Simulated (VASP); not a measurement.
Input of a VASP 6.6.1 run:

File INCAR:

```
  PREC = Accurate
  ENCUT = 600
  EDIFF = 1E-7
  ISMEAR = -1
  SIGMA = 0.1
  LREAL = F
  LASPH = T
  NELM = 80
  ALGO = Normal
  ISIF = 3
  LWAVE = F
  LCHARG = F
  GGA = CA
  IBRION = 2
  NSW = 60
  EDIFFG = -0.005
  PSTRESS = 2400.0
```

Contents of KPOINTS:

```
regular mesh
0
Gamma
  10 10 13
```

The input POSCAR:

```
Ge
1.0
    3.7054892549      0.0000000000      0.0000000000
   -1.8527446275      3.2090478282      0.0000000000
    0.0000000000      0.0000000000      2.2974033381
Ge
3
Direct
    0.0000000000      0.0000000000      0.0000000000
    0.3333333333      0.6666666667      0.5000000000
    0.6666666667      0.3333333333      0.5000000000
```

Potentials or basis: VASP PAW LDA potentials, release 64 (Ge_d).

Launch:

```console
$ cat potpaw_LDA.64/Ge_d/POTCAR > POTCAR
$ mpirun -np 1 vasp_std > vasp.out
```

**Question.** What does it give for the relaxed volume?

**Answer.** 9.22 Å³/atom.

**Question.** Estimate the space group after relaxing (to 0.1 Å).

**Answer.** P6/mmm (No. 191).

**Question.** Predict the band gap on the k mesh.

**Answer.** Zero (bands 21 and 22 overlap by 10.09 eV).

**Question.** Estimate the relaxed cell.

**Answer.** a = 3.769 Å, b = 3.769 Å, c = 2.248 Å, α = 90.00°, β = 90.00°, γ = 120.00°.

Step by step:
```tsv
step	energy change (eV)	largest force (eV/Å)	pressure (GPa)	volume (Å³)
1	0.0000	0.0000	251.91	27.32
2	-3.5393	0.0000	175.88	30.01
3	-1.0905	0.0000	228.87	28.00
4	0.5902	0.0000	264.44	27.06
5	-0.8065	0.0000	235.46	27.79
6	-0.8182	0.0000	235.19	27.80
7	0.3167	0.0000	259.93	27.07
8	-0.5981	0.0000	239.96	27.65
9	-0.5936	0.0000	240.07	27.65
10	-0.5994	0.0000	239.92	27.65
11	-0.5957	0.0000	239.95	27.65
```

Caveat: the cell is relaxed towards a set pressure, so the run minimises the enthalpy, not the energy.
